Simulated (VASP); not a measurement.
Wanted: the native input for a VASP 6.6.1 run.

* Task: single point
* Functional: PBE
* Potentials or basis: VASP PAW PBE potentials, release 64 (Ge_d, Mo_sv)
* Cutoff: 520 eV
* k mesh: 4 × 6 × 4
* Occupations: gaussian, width 0.1 eV
* Spin: no spin polarisation
* Dipole correction: no
* Further INCAR settings: ALGO = Normal; EDIFF = 1e-07; NBANDS = 36

The structure of GeMo lies in POSCAR:

```
GeMo
1.0
    4.3880128559      0.0000000000      0.0000000000
    0.0000000000      3.1677809130      0.0000000000
    0.0000000000      0.0000000000      4.3873418529
Ge Mo
2 2
Direct
    0.7500000000      0.0000000000      0.7497981547
    0.2500000000      0.0000000000      0.2502018453
    0.7500000000      0.5000000000      0.2498524770
    0.2500000000      0.5000000000      0.7501475230
```

These files were run (other wordings do the same):

INCAR

```
PREC     = Accurate       # precision mode
ENCUT    = 520            # plane-wave cutoff, eV
EDIFF    = 1E-7           # SCF threshold, eV
ISMEAR   = 0              # smearing method
SIGMA    = 0.1            # smearing width, eV
LREAL    = False          # projectors in reciprocal space
LASPH    = True           # aspherical terms in the spheres
NELM     = 60             # most SCF steps
ALGO     = Normal         # electronic algorithm
ISIF     = 2              # what is computed and relaxed
LWAVE    = False          # write WAVECAR
LCHARG   = False          # write CHGCAR
GGA      = PE             # functional
NBANDS   = 36             # bands
```

KPOINTS

```
Automatic mesh
0
Gamma
  4 6 4
```

Potentials or basis: VASP PAW PBE potentials, release 64 (Ge_d, Mo_sv).

Run with:

```bash
$ cat potpaw_PBE.64/Ge_d/POTCAR potpaw_PBE.64/Mo_sv/POTCAR > POTCAR
$ mpirun -np 1 vasp_std > vasp.out
```

It gave:

```json
{
  "Pressure": "0.3 GPa",
  "Band gap on the k mesh": "zero (band 28 reaches 12.27 eV, above the bottom of band 29 at 10.44 eV)"
}
```

It took 38 s on 1 thread of Intel(R) Xeon(R) Platinum 8488C (Sapphire Rapids) (shared host), peak memory 0.21 GiB.
